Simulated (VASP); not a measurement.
# B3N (P222_1) in VASP: a series of runs

B3N is run at these levels: PBE; tasks: single point.

All numbers are computed with VASP 6.6.1; they aren't measurements. Logs are shortened: lines on timing, memory, paths and dates and some standing lists are left out, and cuts for length are marked.

## 1. The cell of the first run

The structure is orthorhombic, space group P222_1 (No. 17). The conventional cell has a = 3.328 Å, b = 4.324 Å, c = 3.285 Å, α = 90.00°, β = 90.00°, γ = 90.00°. Within 2.0 Å of B (site symmetry 2) lie 2 N at 1.49 Å and 2 B at 1.77 Å. B (site symmetry 2) has 2 N at 1.46 Å and 2 B at 1.69 Å within 1.9 Å. Within 2.2 Å of B (site symmetry 2) lie 6 B at 1.69 to 2.12 Å. Within 1.9 Å of N (site symmetry 2) lie 4 B at 1.46 to 1.49 Å.

## 2. Single point, PBE (volume scaled by 0.88, then relaxed in part)

INCAR reads:

```
ALGO     = Normal         # electronic algorithm
EDIFF    = 1E-6           # SCF threshold, eV
ENCUT    = 520            # plane-wave cutoff, eV
GGA      = PE             # functional
ISIF     = 2              # what is computed and relaxed
ISMEAR   = 0              # smearing method
LASPH    = True           # aspherical terms in the spheres
LCHARG   = False          # write CHGCAR
LREAL    = False          # projectors in reciprocal space
LWAVE    = False          # write WAVECAR
NBANDS   = 24             # bands
NELM     = 60             # most SCF steps
PREC     = Accurate       # precision mode
SIGMA    = 0.1            # smearing width, eV
```

KPOINTS reads:

```
k-points
0
Gamma
  10 8 10
```

POSCAR reads:

```
B3N
1.0
    3.3284223768      0.0000000000      0.0000000000
    0.0000000000      4.3239073816      0.0000000000
    0.0000000000      0.0000000000      3.2854486687
B N
6 2
Direct
    0.5000000000      0.2809594306      0.2500000000
    0.0000000000      0.3045986685      0.7500000000
    0.2011693195      0.0000000000      0.0000000000
    0.7988306805      0.0000000000      0.5000000000
    0.0000000000      0.6954013315      0.2500000000
    0.5000000000      0.7190405694      0.7500000000
    0.7419551774      0.5000000000      0.0000000000
    0.2580448226      0.5000000000      0.5000000000
```

Potentials or basis: VASP PAW PBE potentials, release 64 (B, N).

On the command line:

```
$ cat potpaw_PBE.64/B/POTCAR potpaw_PBE.64/N/POTCAR > POTCAR
$ mpirun -np 1 vasp_std > vasp.out
```

OUTCAR:

```text
EDIFF = 1E-6
   ENCUT = 520
   GGA = PE
   ISIF = 2
   ISMEAR = 0
   LASPH = True
   LREAL = False
   NELM = 60
   PREC = Accurate

 ion  position               nearest neighbor table
   1  0.500  0.281  0.250-   7 1.49   8 1.49   3 1.77   4 1.77
   2  0.000  0.305  0.750-   7 1.46   8 1.46   3 1.69   4 1.69
   3  0.201  0.000  0.000-   2 1.69   5 1.69   1 1.77   6 1.77   4 2.12   4 2.12
   4  0.799  0.000  0.500-   2 1.69   5 1.69   1 1.77   6 1.77   3 2.12   3 2.12
   5  0.000  0.695  0.250-   7 1.46   8 1.46   3 1.69   4 1.69
   6  0.500  0.719  0.750-   7 1.49   8 1.49   3 1.77   4 1.77
   7  0.742  0.500  0.000-   2 1.46   5 1.46   1 1.49   6 1.49
   8  0.258  0.500  0.500-   2 1.46   5 1.46   1 1.49   6 1.49

  LATTYP: Found a simple orthorhombic cell.
 ALAT       =     3.2854486687
 B/A-ratio  =     1.0130800120
 C/A-ratio  =     1.3160782035

  Lattice vectors:

 A1 = (   0.0000000000,   0.0000000000,   3.2854486687)
 A2 = (   3.3284223768,   0.0000000000,   0.0000000000)
 A3 = (   0.0000000000,   4.3239073816,   0.0000000000)

Analysis of symmetry for initial positions (statically):
=====================================================================
 Subroutine PRICEL returns:
 Original cell was already a primitive cell.

 Routine SETGRP: Setting up the symmetry group for a
 simple orthorhombic supercell.

 Subroutine GETGRP returns: Found  4 space group operations
 (whereof  2 operations were pure point group operations)
 out of a pool of  8 trial point group operations.

The static configuration has the point symmetry C_2 .
 The point group associated with its full space group is D_2 .

Analysis of symmetry for dynamics (positions and initial velocities):
=====================================================================
 Subroutine PRICEL returns:
 Original cell was already a primitive cell.

 Routine SETGRP: Setting up the symmetry group for a
 simple orthorhombic supercell.

 Subroutine GETGRP returns: Found  4 space group operations
 (whereof  2 operations were pure point group operations)
 out of a pool of  8 trial point group operations.

The dynamic configuration has the point symmetry C_2 .
 The point group associated with its full space group is D_2 .

 Subroutine INISYM returns: Found  4 space group operations
 (whereof  2 operations are pure point group operations),
 and found     1 'primitive' translations

----------------------------------------------------------------------------------------

                                     Primitive cell

  volume of cell :      47.2835

  direct lattice vectors                    reciprocal lattice vectors
     3.328422377  0.000000000  0.000000000     0.300442638  0.000000000  0.000000000
     0.000000000  4.323907382  0.000000000     0.000000000  0.231272299  0.000000000
     0.000000000  0.000000000  3.285448669     0.000000000  0.000000000  0.304372432

  length of vectors
     3.328422377  4.323907382  3.285448669     0.300442638  0.231272299  0.304372432

  position of ions in fractional coordinates (direct lattice)
     0.500000000  0.280959431  0.250000000
     0.000000000  0.304598668  0.750000000
     0.201169320  0.000000000  0.000000000
     0.798830680  0.000000000  0.500000000
     0.000000000  0.695401332  0.250000000
     0.500000000  0.719040569  0.750000000
     0.741955177  0.500000000  0.000000000
     0.258044823  0.500000000  0.500000000

  ion indices of the primitive-cell ions
   primitive index   ion index
                 1           1
                 2           2
                 3           3
                 4           4
                 5           5
                 6           6
                 7           7
                 8           8

----------------------------------------------------------------------------------------

 KPOINTS: k-points

Automatic generation of k-mesh.
 Grid dimensions read from file:
 generate k-points for:   10    8   10

 Generating k-lattice:

  Cartesian coordinates                     Fractional coordinates (reciprocal lattice)
     0.030044264  0.000000000  0.000000000     0.100000000  0.000000000  0.000000000
     0.000000000  0.028909037  0.000000000     0.000000000  0.125000000  0.000000000
     0.000000000  0.000000000  0.030437243     0.000000000  0.000000000  0.100000000

  Length of vectors
     0.030044264  0.028909037  0.030437243

  Shift w.r.t. Gamma in fractional coordinates (k-lattice)
     0.000000000  0.000000000  0.000000000

 Subroutine IBZKPT returns following result:
 ===========================================

 Found    180 irreducible k-points:

 Following reciprocal coordinates:
            Coordinates               Weight
  0.000000  0.000000  0.000000      1.000000
  0.100000  0.000000  0.000000      2.000000
  0.200000  0.000000  0.000000      2.000000
  0.300000  0.000000  0.000000      2.000000
  0.400000  0.000000  0.000000      2.000000
  0.500000  0.000000  0.000000      1.000000
[... 16 lines left out ...]
  0.400000  0.375000  0.000000      4.000000
  0.500000  0.375000  0.000000      2.000000
 [... further k-points ...]
   k-points           NKPTS =    180   k-points in BZ     NKDIM =    180   number of bands    NBANDS=     24
   number of dos      NEDOS =    301   number of ions     NIONS =      8
   total plane-waves  NPLWV =  21504
   dimension x,y,z NGX =    28 NGY =   32 NGZ =   24
   dimension x,y,z NGXF=    56 NGYF=   64 NGZF=   48
   ions per type =               6   2
   NGX,Y,Z   is equivalent  to a cutoff of  13.99, 12.30, 12.14 a.u.
   NGXF,Y,Z  is equivalent  to a cutoff of  27.97, 24.61, 24.29 a.u.
 SYSTEM =  unknown system
   PREC   = accura    normal or accurate (medium, high low for compatibility)
   ISTART =      0    job   : 0-new  1-cont  2-samecut
   ICHARG =      2    charge: 1-file 2-atom 10-const
   ISPIN  =      1    spin polarized calculation?
   LNONCOLLINEAR =      F non collinear calculations
   LSORBIT =      F    spin-orbit coupling
   LASPH  =      T    aspherical Exc in radial PAW
   ENCUT  =  520.0 eV  38.22 Ry    6.18 a.u.   6.19  8.04  6.11*2*pi/ulx,y,z
   NELM   =     60;   NELMIN=  2; NELMDL= -5     # of ELM steps
   EDIFF  = 0.1E-05   stopping-criterion for ELM
   LREAL  =      F    real-space projection
   EDIFFG = 0.1E-04   stopping-criterion for IOM
   NSW    =      0    number of steps for IOM
   IBRION =     -1    ionic relax: 0-MD 1-quasi-New 2-CG
   NFREE  =      0    steps in history (QN), initial steepest desc. (CG)
   ISIF   =      2    stress and relaxation
   ISYM   =      2    0-nonsym 1-usesym 2-fastsym
   POTIM  = 0.5000    time-step for ionic-motion
   TEBEG  =    0.0;   TEEND  =   0.0 temperature during run
   PSTRESS=    0.0 pullay stress
   NELECT =      28.0000    total number of electrons
   NUPDOWN=      -1.0000    fix difference up-down
   EMIN   =  10.00;   EMAX   =-10.00  energy-range for DOS
   EFERMI =   0.00;   METHOD = LEGACY
   ISMEAR =     0;   SIGMA  =   0.10  broadening in eV -4-tet -1-fermi 0-gaus
   EFERMI_NEDOS =   21; number of points for ismear=-14 and -15
   IALGO  =     38    algorithm
   IMIX   =      4    mixing-type and parameters
     AMIX     =   0.40;   BMIX     =  1.00
     AMIX_MAG =   1.60;   BMIX_MAG =  1.00
  volume/ion in A,a.u.               =       5.91        39.89
  Fermi-wavevector in a.u.,A,eV,Ry     =   1.374752  2.597904 25.714234  1.889943
  Thomas-Fermi vector in A             =   2.500150
   LORBIT       =      0    0 simple, 1 ext, 2 COOP (PROOUT), +10 PAW based schemes
   GGA     = PE    functional components
   LHFCALC =     F    Hartree Fock is set to
   AEXX    =    0.0000 exact exchange contribution
   IVDW    =     0    specifies the selected vdW correction
   LEPSILON=     F    determine dielectric tensor
   LRPA    =     F    only Hartree local field effects (RPA)
 non-spin polarized calculation
 Gauss-broadening in eV      SIGMA  =   0.10
  energy-cutoff  :      520.00
  volume of cell :       47.28
 maximum number of plane-waves:      1292
 NGX is ok and might be reduce to    28
   NGX = 13   NGY = 17   NGZ = 13

 number of electron      28.0000003 magnetization

 Free energy of the ion-electron system (eV)
  ---------------------------------------------------
  ext. energy  EPLUGINS =         0.00000000
  ---------------------------------------------------
  free energy    TOTEN  =       -58.72508555 eV

  energy without entropy =      -58.72474604  energy(sigma->0) =      -58.72491580

 E-fermi :   8.6454     XC(G=0): -12.7708

 val. band max:        8.6315206399   @ k =   0.5000   0.5000   0.0000
 cond. band min:       8.7613968062   @ k =   0.3000   0.5000   0.1000
 fundamental gap:      0.1298761663
 Fermi energy:         8.6453769859

 k-point     1 :       0.0000    0.0000    0.0000
  band No.  band energies     occupation
      1     -13.0687      2.00000
      2      -7.7279      2.00000
      3      -3.9542      2.00000
      4      -3.3657      2.00000
      5      -1.1047      2.00000
      6      -0.8936      2.00000
[... 16 lines left out ...]
     23      17.0477      0.00000
     24      18.3625      0.00000

 k-point     2 :       0.1000    0.0000    0.0000
  band No.  band energies     occupation
      1     -12.9772      2.00000
      2      -7.9228      2.00000
      3      -3.8572      2.00000
      4      -3.2783      2.00000
      5      -1.1964      2.00000
      6      -0.8072      2.00000
[... 16 lines left out ...]
     23      16.9375      0.00000
     24      18.8882      0.00000

 k-point     3 :       0.2000    0.0000    0.0000
  band No.  band energies     occupation
      1     -12.7051      2.00000
      2      -8.4627      2.00000
      3      -3.5710      2.00000
      4      -3.0196      2.00000
      5      -1.2896      2.00000
      6      -0.5508      2.00000
[... 16 lines left out ...]
     23      17.1906      0.00000
     24      20.0368      0.00000
[... 514 lines left out ...]
 k-point    23 :       0.4000    0.3750    0.0000
  band No.  band energies     occupation
      1     -11.5309      2.00000
      2      -9.9809      2.00000
      3      -4.7043      2.00000
      4      -2.6255      2.00000
      5      -0.4587      2.00000
      6       0.5237      2.00000
[... 16 lines left out ...]
     23      20.2109      0.00000
     24      20.9665      0.00000

 k-point    24 :       0.5000    0.3750    0.0000
  band No.  band energies     occupation
      1     -10.8068      2.00000
      2     -10.7942      2.00000
      3      -4.1604      2.00000
      4      -3.3177      2.00000
      5      -0.0063      2.00000
      6       0.3813      2.00000
[... 16 lines left out ...]
     23      20.6122      0.00000
     24      20.8748      0.00000

 [... further k-points ...]
[... 5 lines left out ...]
  --------------------------------------------------------------------------------------
  -------------------------------------------------------------------------------------
  Total       12.6135945     12.6365701     12.6226036      0.0000000      0.0000000      0.0000000
  in kB      427.4053426    428.1838583    427.7106100      0.0000000      0.0000000      0.0000000
  external PRESSURE =     427.7666036 kB  Pullay stress =       0.0000000 kB

 VOLUME and BASIS-vectors are now :
 -----------------------------------------------------------------------------
  energy-cutoff  :      520.00
  volume of cell :       47.28
      direct lattice vectors                 reciprocal lattice vectors
     3.328422377  0.000000000  0.000000000     0.300442638  0.000000000  0.000000000
     0.000000000  4.323907382  0.000000000     0.000000000  0.231272299  0.000000000
     0.000000000  0.000000000  3.285448669     0.000000000  0.000000000  0.304372432

 POSITION                                       TOTAL-FORCE (eV/Angst)
 -----------------------------------------------------------------------------------
      1.66421      1.21484      0.82136        -0.000000     -0.026186      0.000000
      0.00000      1.31706      2.46409        -0.000000     -0.029026      0.000000
      0.66958      0.00000      0.00000         0.000492      0.000000      0.000000
      2.65885      0.00000      1.64272        -0.000492      0.000000      0.000000
      0.00000      3.00685      0.82136        -0.000000      0.029026      0.000000
      1.66421      3.10906      2.46409        -0.000000      0.026186      0.000000
      2.46954      2.16195      0.00000        -0.007143      0.000000      0.000000
      0.85888      2.16195      1.64272         0.007143      0.000000      0.000000
 -----------------------------------------------------------------------------------
    total drift:                                0.000000      0.000000      0.000000

  FREE ENERGIE OF THE ION-ELECTRON SYSTEM (eV)
  ---------------------------------------------------
  free  energy   TOTEN  =       -58.7250855498 eV

  energy  without entropy=      -58.7247460427  energy(sigma->0) =      -58.72491580
```

Run time: 62 s. Hardware: 1 thread of Intel Xeon 6975P-C (Granite Rapids), shared host; peak memory 0.27 GiB.

What came out:

* Free energy: -58.7251 eV
* Pressure: 42.8 GPa
* Largest force: 0.029 eV/Å
* Band gap on the k mesh: zero (band 14 reaches 9.00 eV, above the bottom of band 15 at 8.35 eV)

Forces in eV/Å, atoms in the order of the input:
```
B    0.000 -0.026  0.000
B    0.000 -0.029  0.000
B    0.000  0.000  0.000
B    0.000  0.000  0.000
B    0.000  0.029  0.000
B    0.000  0.026  0.000
N   -0.007  0.000  0.000
N    0.007  0.000  0.000
```

Caveat: the cell differs from its parent crystal (volume scaled by 0.88, then relaxed in part).

## 3. Single point, PBE

This run uses another cell than the first one, of 6.72 Å³/atom, 1.136 times its volume.

INCAR reads:

```
SYSTEM = B3N
PREC = Accurate
ENCUT = 520
EDIFF = 1E-6
ISMEAR = 0
SIGMA = 0.1
LREAL = .FALSE.
LASPH = .TRUE.
NELM = 60
ALGO = Normal
ISIF = 2
LWAVE = .FALSE.
LCHARG = .FALSE.
GGA = PE
NBANDS = 24
```

KPOINTS reads:

```
regular mesh
0
G
  10 8 10
  0 0 0
```

POSCAR reads:

```
B3N
1.0
    3.4849459593      0.0000000000      0.0000000000
    0.0000000000      4.4546575101      0.0000000000
    0.0000000000      0.0000000000      3.4611184501
B N
6 2
Direct
    0.5000000000      0.2879601392      0.2500000000
    0.0000000000      0.3037977387      0.7500000000
    0.2135775714      0.0000000000      0.0000000000
    0.7864224286      0.0000000000      0.5000000000
    0.0000000000      0.6962022613      0.2500000000
    0.5000000000      0.7120398608      0.7500000000
    0.7450869303      0.5000000000      0.0000000000
    0.2549130697      0.5000000000      0.5000000000
```

Potentials or basis: VASP PAW PBE potentials, release 64 (B, N).

On the command line:

```
$ cat potpaw_PBE.64/B/POTCAR potpaw_PBE.64/N/POTCAR > POTCAR
$ mpirun -np 1 vasp_std > vasp.out
```

It took 2.7 min on 1 thread of Intel Xeon Platinum 8488C (Sapphire Rapids), shared host; peak memory 0.28 GiB.

Results (log left out):

```
Free energy            : -59.5165 eV
Pressure               : 0.2 GPa
Largest force          : 0.024 eV/Å
Band gap on the k mesh : zero (band 14 reaches 7.38 eV, above the bottom of band 15 at 7.16 eV)
```

Forces in eV/Å, atoms in the order of the input:
```
B    0.000 -0.021  0.000
B    0.000 -0.024  0.000
B   -0.002  0.000  0.000
B    0.002  0.000  0.000
B    0.000  0.024  0.000
B    0.000  0.021  0.000
N   -0.002  0.000  0.000
N    0.002  0.000  0.000
```

Levels at points of the mesh, in eV from the Fermi level:
| k point | band 10 | band 11 | band 12 | band 13 | band 14 | band 15 | band 16 | band 17 | band 18 | band 19 |
| --- | --- | --- | --- | --- | --- | --- | --- | --- | --- | --- |
| (0.00, 0.00, 0.00) | -4.34 | -3.62 | -3.49 | -2.51 | -1.28 | 3.18 | 4.41 | 4.93 | 5.40 | 5.61 |
| (0.50, 0.00, 0.00) | -7.06 | -3.26 | -2.76 | -0.98 | 0.20 | 0.40 | 0.57 | 5.53 | 5.56 | 8.01 |
| (0.00, 0.50, 0.00) | -4.23 | -4.22 | -4.19 | -3.99 | -3.95 | 3.19 | 3.39 | 6.14 | 7.05 | 7.93 |
| (0.50, 0.50, 0.00) | -5.25 | -4.20 | -2.94 | -1.54 | -0.51 | -0.01 | 0.16 | 5.83 | 6.01 | 8.25 |
| (0.00, 0.00, 0.50) | -7.09 | -3.01 | -3.01 | -0.67 | -0.67 | 0.79 | 0.79 | 5.43 | 5.43 | 8.23 |
| (0.50, 0.00, 0.50) | -5.87 | -4.82 | -4.82 | -3.05 | -3.05 | 5.02 | 5.02 | 7.01 | 7.01 | 9.09 |
| (0.00, 0.50, 0.50) | -5.32 | -3.56 | -3.56 | -1.22 | -1.22 | 0.30 | 0.30 | 5.99 | 5.99 | 8.76 |
| (0.50, 0.50, 0.50) | -3.39 | -3.03 | -3.03 | -2.22 | -2.22 | 3.85 | 3.85 | 5.16 | 5.16 | 6.72 |
